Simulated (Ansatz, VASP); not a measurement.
# One calculation of TaRu2, two programs

File INCAR:

```
PREC = Accurate ; ENCUT = 600
EDIFF = 1E-7 ; ISMEAR = 0
SIGMA = 0.1 ; LREAL = F
LASPH = T ; NELM = 80
ALGO = Normal ; ISIF = 3
LWAVE = F ; LCHARG = F
GGA = PE ; IBRION = 2
NSW = 90 ; EDIFFG = -0.04
```

The input KPOINTS:

```
Automatic mesh
0
Gamma
  6 6 4
```

Contents of POSCAR:

```
TaRu2
1.0
    3.0403415200      0.0000000000      0.0000000000
   -1.5201707600      2.6330129900      0.0000000000
    0.0000000000      0.0000000000      5.0746606300
Ta Ru
1 2
Direct
    0.0000000000      0.0000000000      0.0000000000
    0.3333333300      0.6666666700      0.2500000000
    0.6666666700      0.3333333300      0.7500000000
```

Input for Ansatz:

```yaml
crystal:
  lattice:
    - [3.04034152, 0.0, 0.0]
    - [-1.52017076, 2.63301299, 0.0]
    - [0.0, 0.0, 5.07466063]
  atoms:
    - { symbol: Ta, position: [0.0, 0.0, 0.0] }
    - { symbol: Ru, position: [0.33333333, 0.66666667, 0.25] }
    - { symbol: Ru, position: [0.66666667, 0.33333333, 0.75] }
basis:
  ecutwfc: 420
kpoints:
  mp_grid: { grid: [6, 6, 4] }
hamiltonian:
  xc: pbe
scf:
  occupations: { method: gaussian, width: 0.1 }
  lower_state_search: "off"
output:
  forces: true
  stress: true
  eigenvalues: true
relax:
  adjacent_minimum: "off"
  f_tol: 0.04
  max_steps: 70
  cell: { stress_tol: 0.4 }
```

Change from the starting cell: species swapped into the TiS2 type (P-3m1, No. 164).

Alike in both runs: task relaxation of cell and atoms; functional PBE; k mesh 6 × 6 × 4; occupations gaussian, width 0.1 eV; no spin polarisation.

```csv
,VASP,Ansatz
version,VASP 6.6.1,Ansatz 0.2.0
potentials or method,"VASP PAW PBE potentials, release 64 (Ta_pv, Ru_pv), cutoff 600 eV","scalar-relativistic, plane waves, PAW"
valence electrons in the cell,39,45
```

VASP gave:

* gap on the k mesh at the Fermi level, each at its own relaxed structure (eV): none
* relaxed volume (Å³/atom): 15.36
* relaxed length of the cell vector where the two differ most in proportion (Å): 6.847

Question: Estimate Ansatz's values.

Answer: gap on the k mesh at the Fermi level, each at its own relaxed structure (eV): none; relaxed volume (Å³/atom): 16.09; relaxed length of the cell vector where the two differ most in proportion (Å): 6.223.

A gap of «none» marks a metal or a gap that the smearing closes. One of these differences is far larger than is usual between the two programs; its cause wasn't traced. VASP's potentials hold 39 valence electrons a cell and Ansatz's 45, so a difference there can come from the potentials and not from the codes.

The k mesh is coarse, so the values compare programs but aren't converged. Spin-orbit coupling is off throughout.
